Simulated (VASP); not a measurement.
Write the native input for VASP 6.6.1 that does the following.

```yaml
Task: single point
Functional: PBEsol-based global hybrid with 25 % exact exchange
Potentials_or_basis: VASP PAW PBE potentials, release 64 (Mo_sv)
Cutoff: 520 eV
k_mesh: 6 × 6 × 6
Occupations: fermi-dirac, width 0.05 eV
Spin: no spin polarisation
Dipole_correction: no
Grid_for_exact_exchange_PRECFOCK: Normal
Share_of_exact_exchange: 0.25
Further_INCAR_settings: ALGO = Normal; EDIFF = 1e-06; NBANDS = 13
```

The system is Mo.

```
Mo
1.0
    -1.58381    1.58381    1.58381
     1.58381   -1.58381    1.58381
     1.58381    1.58381   -1.58381
Mo
1
Direct
  0.00000 0.00000 0.00000
```

These files were run (other wordings do the same):

POSCAR

```
Mo
1.0
   -1.5838089719      1.5838089719      1.5838089719
    1.5838089719     -1.5838089719      1.5838089719
    1.5838089719      1.5838089719     -1.5838089719
Mo
1
Direct
    0.0000000000      0.0000000000      0.0000000000
```

INCAR.step1

```
ALGO = Normal ; EDIFF = 1E-5
ENCUT = 520 ; GGA = PE
ISIF = 2 ; ISMEAR = -1
LASPH = True ; LCHARG = False
LREAL = False ; LWAVE = True
NBANDS = 13 ; NELM = 100
PREC = Accurate ; SIGMA = 0.05
```

INCAR.step2

```
AEXX = 0.25 ; ALGO = Normal
EDIFF = 1E-6 ; ENCUT = 520
GGA = PS ; ISIF = 2
ISMEAR = -1 ; ISTART = 1
LASPH = True ; LCHARG = False
LHFCALC = True ; LREAL = False
LWAVE = False ; NBANDS = 13
NELM = 100 ; PREC = Accurate
PRECFOCK = Normal ; SIGMA = 0.05
```

KPOINTS

```
k-points
0
Gamma
  6 6 6
```

Potentials or basis: VASP PAW PBE potentials, release 64 (Mo_sv).

The run is started by

```bash
$ cat potpaw_PBE.64/Mo_sv/POTCAR > POTCAR
$ cp INCAR.step1 INCAR
$ mpirun -np 1 vasp_std > vasp.out
$ cp INCAR.step2 INCAR
$ mpirun -np 1 vasp_std > vasp.out
```

Results of the run:

* Pressure: -14.3 GPa
* Band gap on the k mesh: zero (bands 7 and 8 overlap by 7.07 eV)

Caveat: the k points lie up to 0.47 Å⁻¹ apart, too coarse for converged energies and pressures of a metal; the PAW data sets were made with another functional, which shifts forces and pressure a little.

Run time: 11 min on 1 thread of Intel(R) Xeon(R) Platinum 8259CL CPU @ 2.50GHz (Skylake/Cascade Lake), on a shared host, peak memory 0.14 GiB.
